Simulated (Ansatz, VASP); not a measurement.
**Two plane-wave programs on Pt2S**

```
Pt S
1.0
    -1.51533    1.51533    4.98812
     1.51533   -1.51533    4.98812
     1.51533    1.51533   -4.98812
Pt S
2 1
Cartesian
  0.0000 0.0000 6.5270
  0.0000 0.0000 3.4492
  0.0000 0.0000 0.0000
```

Alike in both runs: task relaxation of cell and atoms; functional PBE; k mesh 22 × 22 × 22; occupations gaussian, width 0.1 eV; no spin polarisation.

|  | VASP | Ansatz |
| --- | --- | --- |
| version | VASP 6.6.1 | Ansatz 0.2.0 |
| potentials or method | VASP PAW PBE potentials, release 64 (Pt, S), cutoff 600 eV | scalar-relativistic, plane waves, PAW |
| valence electrons in the cell | 26 | 42 |

Ansatz gave:

| Quantity | Value |
| --- | --- |
| gap on the k mesh at the Fermi level, each at its own relaxed structure (eV) | none |
| relaxed volume (Å³/atom) | 15.25 |
| relaxed length of the cell vector where the two differ most in proportion (Å) | 5.425 |

Question: Which values does VASP return?

Answer: gap on the k mesh at the Fermi level, each at its own relaxed structure (eV): none; relaxed volume (Å³/atom): 15.23; relaxed length of the cell vector where the two differ most in proportion (Å): 5.424.

A gap of «none» marks a metal or a gap that the smearing closes. VASP's potentials hold 26 valence electrons a cell and Ansatz's 42, so a difference there can come from the potentials and not from the codes.

Spin-orbit coupling is off throughout.
